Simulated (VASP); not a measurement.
# Na (P6_3/mmc) in VASP: notebook, part 2 of 2

VASP 6.6.1. Earlier steps stand in the parts before.

**4. Single point, RPBE**

This run uses another cell than the first one, of 39.51 Å³/atom, 0.926 times its volume.

File INCAR:

```
SYSTEM = Na
PREC = Accurate
ENCUT = 520
EDIFF = 1E-6
ISMEAR = -1
SIGMA = 0.1
LREAL = .FALSE.
LASPH = .TRUE.
NELM = 80
ALGO = Normal
ISIF = 2
LWAVE = .FALSE.
LCHARG = .TRUE.
GGA = RP
LELF = .TRUE.
LVHAR = .TRUE.
NBANDS = 22
```

File KPOINTS:

```
regular mesh
0
G
  13 13 4
  0 0 0
```

File POSCAR:

```
Na
1.0
    3.8287007273      0.0000000000      0.0000000000
   -1.9143503636      3.3157520933      0.0000000000
    0.0000000000      0.0000000000     12.4485034511
Na
4
Direct
    0.0000000000      0.0000000000      1.0000000000
    0.0000000000      0.0000000000      0.5000000000
    0.3333333333      0.6666666667      0.2500000000
    0.6666666667      0.3333333333      0.7500000000
```

Potentials or basis: VASP PAW PBE potentials, release 64 (Na_pv).

Started as:

```bash
$ cat potpaw_PBE.64/Na_pv/POTCAR > POTCAR
$ mpirun -np 1 vasp_std > vasp.out
```

OUTCAR:

```text
SYSTEM = Na
   PREC = Accurate
   ENCUT = 520
   EDIFF = 1E-6
   ISMEAR = -1
   LREAL = .FALSE.
   LASPH = .TRUE.
   NELM = 80
   ISIF = 2
   GGA = RP

 ion  position               nearest neighbor table
   1  0.000  0.000  0.000-
   2  0.000  0.000  0.500-
   3  0.333  0.667  0.250-
   4  0.667  0.333  0.750-

  LATTYP: Found a hexagonal cell.
 ALAT       =     3.8287007273
 C/A-ratio  =     3.2513649767

  Lattice vectors:

 A1 = (   3.8287007273,   0.0000000000,   0.0000000000)
 A2 = (  -1.9143503636,   3.3157520933,   0.0000000000)
 A3 = (   0.0000000000,   0.0000000000,  12.4485034511)

Analysis of symmetry for initial positions (statically):
=====================================================================
 Subroutine PRICEL returns:
 Original cell was already a primitive cell.

 Routine SETGRP: Setting up the symmetry group for a
 hexagonal supercell.

 Subroutine GETGRP returns: Found 24 space group operations
 (whereof 12 operations were pure point group operations)
[... 162 lines left out ...]
  ---------------------------------------------------
  ext. energy  EPLUGINS =         0.00000000
  ---------------------------------------------------
  free energy    TOTEN  =        -4.81227600 eV

  energy without entropy =       -4.74094358  energy(sigma->0) =       -4.77660979

 E-fermi :   0.2671     XC(G=0):  -6.2281

 val. band max:        0.1829970628   @ k =   0.3077   0.2308   0.2500
 cond. band min:       0.2783207626   @ k =   0.4615  -0.0000   0.5000
 fundamental gap:      0.0953236998
 Fermi energy:         0.2671239020

 k-point     1 :       0.0000    0.0000    0.0000
  band No.  band energies     occupation
      1     -24.7090      2.00000
      2     -24.6954      2.00000
      3     -24.6950      2.00000
      4     -24.6852      2.00000
      5     -24.6852      2.00000
      6     -24.6833      2.00000
[... 589 lines left out ...]
     21       7.3404      0.00000
     22       7.9974      0.00000

 [... further k-points ...]
[... 5 lines left out ...]
  --------------------------------------------------------------------------------------
  -------------------------------------------------------------------------------------
  Total        0.0020393      0.0020393      0.0377931      0.0000000     -0.0000000      0.0000000
  in kB        0.0206748      0.0206748      0.3831531      0.0000000     -0.0000000      0.0000000
  external PRESSURE =       0.1415009 kB  Pullay stress =       0.0000000 kB

 VOLUME and BASIS-vectors are now :
 -----------------------------------------------------------------------------
  energy-cutoff  :      520.00
  volume of cell :      158.03
      direct lattice vectors                 reciprocal lattice vectors
     3.828700727  0.000000000  0.000000000     0.261185209  0.150795351  0.000000000
    -1.914350364  3.315752093  0.000000000     0.000000000  0.301590702  0.000000000
     0.000000000  0.000000000 12.448503451     0.000000000  0.000000000  0.080330941

 POSITION                                       TOTAL-FORCE (eV/Angst)
 -----------------------------------------------------------------------------------
      0.00000      0.00000      0.00000        -0.000000      0.000000      0.000000
      0.00000      0.00000      6.22425        -0.000000      0.000000      0.000000
     -0.00000      2.21050      3.11213         0.000000     -0.000000      0.000000
      1.91435      1.10525      9.33638        -0.000000      0.000000     -0.000000
 -----------------------------------------------------------------------------------
    total drift:                                0.000000     -0.000000      0.000000

  FREE ENERGIE OF THE ION-ELECTRON SYSTEM (eV)
  ---------------------------------------------------
  free  energy   TOTEN  =        -4.8122759965 eV

  energy  without entropy=       -4.7409435785  energy(sigma->0) =       -4.77660979
```

OSZICAR:

```text
N       E                     dE             d eps       ncg     rms          rms(c)
DAV:   1     0.227424792231E+03    0.22742E+03   -0.14848E+04  2948   0.120E+03
DAV:   2     0.747210842363E+01   -0.21995E+03   -0.21555E+03  2832   0.345E+02
DAV:   3    -0.458668008715E+01   -0.12059E+02   -0.11949E+02  3396   0.104E+02
DAV:   4    -0.480599249715E+01   -0.21931E+00   -0.21909E+00  3078   0.137E+01
DAV:   5    -0.481138428321E+01   -0.53918E-02   -0.53917E-02  3354   0.239E+00    0.479E-01
DAV:   6    -0.481268174239E+01   -0.12975E-02   -0.25802E-03  3150   0.577E-01    0.311E-01
DAV:   7    -0.481229149012E+01    0.39025E-03   -0.22912E-03  3132   0.540E-01    0.259E-02
DAV:   8    -0.481227243188E+01    0.19058E-04   -0.11475E-04  3450   0.138E-01    0.573E-03
DAV:   9    -0.481227514389E+01   -0.27120E-05   -0.28253E-06  2700   0.162E-02    0.197E-03
DAV:  10    -0.481227599646E+01   -0.85258E-06   -0.93574E-07  1854   0.139E-02
   1 F= -.48122760E+01 E0= -.47766098E+01  d E =-.713324E-01
```

Wall time 6.3 min (1 thread of AMD EPYC 7R13 (Zen 3), shared host); peak memory 0.31 GiB.

Results:

```yaml
Free_energy: -4.8123 eV
Pressure: 0.0 GPa
Band_gap_on_the_k_mesh: zero (band 14 reaches 1.77 eV, above the bottom of band 15 at -1.89 eV)
```

Caveat: the PAW data sets were made with another functional, which shifts forces and pressure a little.

**5. Summary**

```tsv
cell	k mesh	gap on the mesh (eV)	pressure (GPa)
a = 3.928, b = 3.928, c = 12.772 Å, angles 90.0, 90.0, 120.0°, 4 atoms	11 × 11 × 3	none	-0.5
a = 3.976, b = 3.976, c = 12.928 Å, angles 90.0, 90.0, 120.0°, 4 atoms	11 × 11 × 3	none	-0.6
a = 3.829, b = 3.829, c = 12.449 Å, angles 90.0, 90.0, 120.0°, 4 atoms	13 × 13 × 4	none	0.0
```

Alike in all rows: task single point; level RPBE; potentials or basis VASP PAW PBE potentials, release 64 (Na_pv); no spin polarisation; cutoff (eV) 520; smearing fermi-dirac 0.1 eV.

Caveats: the PAW data sets were made with another functional, which shifts forces and pressure a little.

Total energies depend on the potentials used, so only differences within one code and one set of settings carry meaning.
